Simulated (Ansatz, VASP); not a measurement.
## Two plane-wave programs on PbSe

INCAR

```
SYSTEM = PbSe
PREC     = Accurate       ! precision mode
ENCUT    = 500            ! plane-wave cutoff, eV
EDIFF    = 1E-6           ! SCF threshold, eV
ISMEAR   = -1             ! smearing method
SIGMA    = 0.02           ! smearing width, eV
LREAL    = .FALSE.        ! projectors in reciprocal space
LASPH    = .TRUE.         ! aspherical terms in the spheres
NELM     = 120            ! most SCF steps
ALGO     = Normal         ! electronic algorithm
ISIF     = 2              ! what is computed and relaxed
LWAVE    = .FALSE.        ! write WAVECAR
LCHARG   = .FALSE.        ! write CHGCAR
GGA      = PE             ! functional
NBANDS   = 17             ! bands
GGA_COMPAT= .FALSE.
```

Contents of KPOINTS:

```
Automatic mesh
0
G
  8 8 8
  0 0 0
```

Contents of POSCAR:

```
PbSe
1.0
    0.0000000000      3.2326898701      3.2326898701
    3.2326898701      0.0000000000      3.2326898701
    3.2326898701      3.2326898701      0.0000000000
Pb Se
1 1
Direct
    0.0000000000      0.0000000000      0.0000000000
    0.5000000000      0.5000000000      0.5000000000
```

Input for Ansatz:

```yaml
crystal:
  lattice:
    - [0.0, 3.2326898701, 3.2326898701]
    - [3.2326898701, 0.0, 3.2326898701]
    - [3.2326898701, 3.2326898701, 0.0]
  atoms:
    - { symbol: Pb, position: [0.0, 0.0, 0.0] }
    - { symbol: Se, position: [0.5, 0.5, 0.5] }
kpoints:
  mp_grid: { grid: [8, 8, 8] }
  band_path:
    path:
      - [0.0, 0.0, 0.0]
      - [0.5, 0.0, 0.5]
      - [0.625, 0.25, 0.625]
      - [0.375, 0.375, 0.75]
      - [0.5, 0.5, 0.5]
      - [0.5, 0.25, 0.75]
      - [0.0, 0.0, 0.5]
    npoints: 1
hamiltonian:
  xc: pbe
scf:
  occupations: { method: fermi_dirac, width: 0.02 }
  n_extra_bands: 4
output:
  forces: true
  stress: true
  eigenvalues: true
  write_density: true
  write_potential: true
  elf: true
  volumetric_format: npy
```

Change from the starting cell: hydrostatic strain +5.3%.

Alike in both runs: task single point; functional PBE; k mesh 8 × 8 × 8; occupations fermi-dirac, width 0.02 eV; no spin polarisation.

|  | VASP | Ansatz |
| --- | --- | --- |
| version | VASP 6.6.1 | Ansatz 0.2.0 |
| potentials or method | VASP PAW PBE potentials, release 64 (Pb_d, Se) | plane waves, PAW |
| plane-wave cutoff (eV) | 500 | 420 |
| valence electrons in the cell | 20 | 30 |

```csv
,VASP,Ansatz,Ansatz less VASP
pressure (GPa),-4.2,-4.2,+0.02
```

VASP's potentials hold 20 valence electrons a cell and Ansatz's 30, so a difference there can come from the potentials and not from the codes.

Spin-orbit coupling is off throughout.
